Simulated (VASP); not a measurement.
Set up this calculation in VASP 6.6.1, as the native input.

```
Task                   : single point
Functional             : PBEsol
Potentials or basis    : VASP PAW PBE potentials, release 64 (Zr_sv, C)
Cutoff                 : 520 eV
k mesh                 : 16 × 16 × 16
Occupations            : gaussian, width 0.1 eV
Spin                   : no spin polarisation
Dipole correction      : no
Further INCAR settings : ALGO = Normal; EDIFF = 1e-06; NBANDS = 15
```

The structure of ZrC lies in POSCAR:

```
ZrC
1.0
    0.0000000000      2.4099229103      2.4099229103
    2.4099229103      0.0000000000      2.4099229103
    2.4099229103      2.4099229103      0.0000000000
Zr C
1 1
Direct
    0.5000000000      0.5000000000      0.5000000000
    0.0000000000      0.0000000000      0.0000000000
```

The input as run:

INCAR

```
SYSTEM = ZrC
PREC = Accurate
ENCUT = 520
EDIFF = 1E-6
ISMEAR = 0
SIGMA = 0.1
LREAL = .FALSE.
LASPH = .TRUE.
NELM = 100
ALGO = Normal
ISIF = 2
LWAVE = .FALSE.
LCHARG = .FALSE.
GGA = PS
NBANDS = 15
```

KPOINTS

```
Automatic mesh
0
G
  16 16 16
  0 0 0
```

Potentials or basis: VASP PAW PBE potentials, release 64 (Zr_sv, C).

Launch:

```console
$ cat potpaw_PBE.64/Zr_sv/POTCAR potpaw_PBE.64/C/POTCAR > POTCAR
$ mpirun -np 1 vasp_std > vasp.out
```

Results of the run:

```
Pressure               : -18.3 GPa
Band gap on the k mesh : zero (bands 8 and 9 overlap by 1.29 eV)
```

Caveat: the cell stands under tension; the PAW data sets were made with another functional, which shifts forces and pressure a little.

Wall time 71 s on 1 thread of AMD EPYC 9R14 (Zen 4), on a shared host, peak memory 0.17 GiB.
